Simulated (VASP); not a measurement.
Tl2PtS3, 6 atoms in the cell. The typed cell holds 6 atoms: a = 3.713 Å, b = 3.713 Å, c = 11.017 Å, α = 89.97°, β = 90.03°, γ = 120.02°. 

| Quantity | Value |
| --- | --- |
| Program | VASP 6.6.1 |
| Task | single point |
| Functional | PBEsol |
| Potentials or basis | VASP PAW PBE potentials, release 64 (Tl_d, Pt, S) |
| Cutoff | 520 eV |
| k mesh | 6 × 6 × 2 |
| Occupations | fermi-dirac, width 0.05 eV |
| Spin | no spin polarisation |
| Dipole correction | no |
| Further INCAR settings | ALGO = Normal; EDIFF = 1e-07; NBANDS = 36 |

Potentials or basis: VASP PAW PBE potentials, release 64 (Tl_d, Pt, S).

The run is started by

```console
$ cat potpaw_PBE.64/Tl_d/POTCAR potpaw_PBE.64/Pt/POTCAR potpaw_PBE.64/S/POTCAR > POTCAR
$ mpirun -np 1 vasp_std > vasp.out
```

Hardware: 1 thread of Intel(R) Xeon(R) 6975P-C (Granite Rapids) (shared host).

Q: Estimate the wall time of this run.

A: It took 2.2 min on 1 thread of Intel(R) Xeon(R) 6975P-C (Granite Rapids), on a shared host, peak memory 0.33 GiB. Counts: scf iterations 16, k points 40.
